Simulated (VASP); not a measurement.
The system is Co3AuC.

```
Au C Co
1.0
     3.84168    0.00000    0.00000
     0.00000    3.84168    0.00000
     0.00000    0.00000    3.84168
Au C Co
1 1 3
Direct
  0.00000 0.00000 0.00000
  0.50000 0.50000 0.50000
  0.50000 0.50000 0.00000
  0.50000 0.00000 0.50000
  0.00000 0.50000 0.50000
```

Base run:

- Program: VASP 6.6.1
- Functional: PBE
- Potentials or basis: VASP PAW PBE potentials, release 64 (Au, C, Co)
- Cutoff: 520 eV
- k mesh: 10 × 10 × 10
- Occupations: gaussian, width 0.1 eV
- Spin: no spin polarisation

Its results: band gap on the k mesh zero (bands 21 and 22 overlap by 0.26 eV); pressure -5.1 GPa.

Q: The run is repeated on the same cell with these changes: functional from PBE to r2SCAN. What comes out?

A: Band gap on the k mesh zero (bands 21 and 22 overlap by 0.24 eV); pressure -10.4 GPa.

Caveats: the cell stands under tension; spin-orbit coupling is left out, which moves the levels of the heavy elements; the run has no spin polarisation, though such a crystal can be magnetic; the PAW data sets were made with another functional, which shifts forces and pressure a little (at least some runs).
